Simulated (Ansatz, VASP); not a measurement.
**KI: VASP beside Ansatz**

```xyz
2
Lattice="4.2912 0.0000 0.0000 0.0000 4.2912 0.0000 0.0000 0.0000 4.2912" Properties=species:S:1:pos:R:3 pbc="T T T"
K     0.1591    0.1591    0.0000
I     2.1456    2.1456    2.1456
```

Change from the starting cell: all K atoms moved +0.225 Å, as atom 1 along Cartesian [1 1 0].

Alike in both runs: task single point; functional PBEsol; k mesh 6 × 6 × 6; occupations gaussian, width 0.05 eV; no spin polarisation.

|  | VASP | Ansatz |
| --- | --- | --- |
| version | VASP 6.6.1 | Ansatz 0.2.0 |
| potentials or method | VASP PAW PBE potentials, release 64 (K_sv, I), cutoff 520 eV | scalar-relativistic, plane waves, PAW |
| valence electrons in the cell | 16 | 26 |

```tsv
	VASP	Ansatz	Ansatz less VASP
gap on the k mesh at the Fermi level (eV)	3.20	3.21	+0.004
least direct gap on the mesh (eV)	3.56	3.57	+0.003
pressure (GPa)	-0.4	-0.4	-0.03
traceless stress, the component that is largest in VASP (GPa)	0.18	0.17	-0.002
rms of the force components (eV/Å)	0.068	0.066	-0.0014
```

VASP's potentials were made for PBE, not for PBEsol. Atom by atom the forces differ by 0.001 eV/Å (rms over components). VASP's potentials hold 16 valence electrons a cell and Ansatz's 26, so a difference there can come from the potentials and not from the codes.

Neither program's run includes spin-orbit coupling.
